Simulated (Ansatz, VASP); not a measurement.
CaInH2 in VASP and in Ansatz

INCAR

```
ALGO = Normal
EDIFF = 1E-6
ENCUT = 500
GGA = PE
GGA_COMPAT = False
ISIF = 2
ISMEAR = 0
LASPH = True
LCHARG = True
LELF = True
LREAL = False
LVHAR = True
LWAVE = False
NBANDS = 20
NELM = 120
PREC = Accurate
SIGMA = 0.1
```

KPOINTS

```
k-points
0
Gamma
  4 4 6
```

File POSCAR:

```
CaInH2
1.0
    4.7520000000      0.0000000000      0.0000000000
    0.0000000000      4.7520000000      0.0000000000
    0.0000000000      0.0000000000      2.6292576900
Ca In H
1 1 2
Direct
    0.5000000000      0.5000000000      0.5000000000
    0.0000000000      0.0000000000      0.0000000000
    0.5000000000      0.0000000000      0.0000000000
    0.0000000000      0.5000000000      0.0000000000
```

Input for Ansatz:

```yaml
crystal:
  lattice:
    - [4.752, 0.0, 0.0]
    - [0.0, 4.752, 0.0]
    - [0.0, 0.0, 2.62925769]
  atoms:
    - { symbol: Ca, position: [0.5, 0.5, 0.5] }
    - { symbol: In, position: [0.0, 0.0, 0.0] }
    - { symbol: H, position: [0.5, 0.0, 0.0] }
    - { symbol: H, position: [0.0, 0.5, 0.0] }
basis:
  ecutwfc: 420
kpoints:
  mp_grid: { grid: [4, 4, 6] }
hamiltonian:
  xc: pbe
scf:
  occupations: { method: gaussian, width: 0.1 }
  lower_state_search: "off"
output:
  forces: true
  stress: true
  eigenvalues: true
```

Alike in both runs: task single point; functional PBE; k mesh 4 × 4 × 6; occupations gaussian, width 0.1 eV; no spin polarisation.

|  | VASP | Ansatz |
| --- | --- | --- |
| version | VASP 6.6.1 | Ansatz 0.2.0 |
| potentials or method | VASP PAW PBE potentials, release 64 (Ca_sv, In_d, H), cutoff 500 eV | scalar-relativistic, plane waves, PAW |
| valence electrons in the cell | 25 | 25 |

VASP gave:

* gap on the k mesh at the Fermi level (eV): none
* pressure (GPa): 3.7
* traceless stress, the component that is largest in VASP (GPa): 21.41

Q: Which values does Ansatz return?

A: gap on the k mesh at the Fermi level (eV): none; pressure (GPa): 3.7; traceless stress, the component that is largest in VASP (GPa): 21.32.

A gap of «none» marks a metal or a gap that the smearing closes. The functional is the same, so the differences come from potentials, cutoffs and numerics.

The k mesh is coarse, so the values compare programs but aren't converged.
